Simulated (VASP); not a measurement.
Wanted: the native input for a VASP 6.6.1 run.

- Task: single point
- Functional: PBE
- Potentials or basis: VASP PAW PBE potentials, release 64 (Ba_sv, Ti_sv, O)
- Cutoff: 520 eV
- k mesh: 8 × 8 × 6
- Occupations: gaussian, width 0.02 eV
- Spin: no spin polarisation
- Dipole correction: no
- Further INCAR settings: ALGO = Normal; EDIFF = 1e-07; NBANDS = 28

The structure of BaTiO3 lies in POSCAR:

```
BaTiO3
1.0
    3.8061045534      0.0000000000      0.0000000000
    0.0000000000      3.8061045534      0.0000000000
    0.0000000000      0.0000000000      4.8708145618
Ba Ti O
1 1 3
Direct
    0.5000000000      0.5000000000      0.6448347112
    0.0000000000      0.0000000000      0.1331971228
    0.0000000000      0.5000000000      0.0411063091
    0.5000000000      0.0000000000      0.0411063091
    0.0000000000      0.0000000000      0.4997525376
```

This cell differs from its parent crystal: biaxial strain in the a-b plane: -4.5 %, then relaxed in part.

These files were run (other wordings do the same):

INCAR

```
SYSTEM = BaTiO3
ALGO     = Normal         ! electronic algorithm
EDIFF    = 1E-7           ! SCF threshold, eV
ENCUT    = 520            ! plane-wave cutoff, eV
GGA      = PE             ! functional
ISIF     = 2              ! what is computed and relaxed
ISMEAR   = 0              ! smearing method
LASPH    = .True.         ! aspherical terms in the spheres
LCHARG   = .False.        ! write CHGCAR
LREAL    = .False.        ! projectors in reciprocal space
LWAVE    = .False.        ! write WAVECAR
NBANDS   = 28             ! bands
NELM     = 60             ! most SCF steps
PREC     = Accurate       ! precision mode
SIGMA    = 0.02           ! smearing width, eV
```

KPOINTS

```
k-points
0
Gamma
  8 8 6
  0 0 0
```

Potentials or basis: VASP PAW PBE potentials, release 64 (Ba_sv, Ti_sv, O).

Launch:

```bash
$ cat potpaw_PBE.64/Ba_sv/POTCAR potpaw_PBE.64/Ti_sv/POTCAR potpaw_PBE.64/O/POTCAR > POTCAR
$ mpirun -np 1 vasp_std > vasp.out
```

It gave:

```yaml
Pressure: 5.0 GPa
Largest_force: 0.152 eV/Å
Band_gap_on_the_k_mesh: 1.90 eV, indirect (least direct gap 2.66 eV)
```

Caveat: the cell differs from its parent crystal (biaxial strain in the a-b plane: -4.5 %, then relaxed in part); spin-orbit coupling is left out, which moves the levels of the heavy elements.

Wall time 3.6 min on 1 thread of AMD EPYC 7571, on a shared host, peak memory 0.22 GiB.
